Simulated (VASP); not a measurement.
Runs of VASP 6.6.1 on Li2S. The structure is cubic, space group Fm-3m (No. 225). Conventional cell: a = 5.691 Å, b = 5.691 Å, c = 5.691 Å, α = 90.00°, β = 90.00°, γ = 90.00°. Within 3.3 Å of Li (site symmetry -43m) lie 4 S at 2.46 Å and 6 Li at 2.85 Å. Within 3.3 Å of S (site symmetry m-3m) lie 8 Li at 2.46 Å. 

| level | k mesh | cutoff (eV) | grid for exact exchange (PRECFOCK) | share of exact exchange | screening parameter | gap on the mesh (eV) | pressure (GPa) |
| --- | --- | --- | --- | --- | --- | --- | --- |
| PBEsol | 4 × 4 × 4 | 750 | - | - | - | 3.21 | (a) |
| PBE | 6 × 6 × 6 | 750 | - | - | - | 3.39 | (b) |
| r2SCAN | 6 × 6 × 6 | 830 | - | - | - | (c) | -0.2 |
| HSE06 | 4 × 4 × 4 | 650 | Normal | 0.25 | 0.2079 1/Å | 4.33 | -0.5 |

Alike in all rows: task single point; potentials or basis VASP PAW PBE potentials, release 64 (Li_sv, S); no spin polarisation; cell as given; smearing gaussian 0.01 eV.

**Question.** Estimate the missing entries.

**Answer.** (a) -0.8; (b) 0.2; (c) 3.86.

Caveats: some runs use coarse meshes; the PAW data sets were made with another functional, which shifts forces and pressure a little (at least some runs).

A k mesh can miss the band edges.
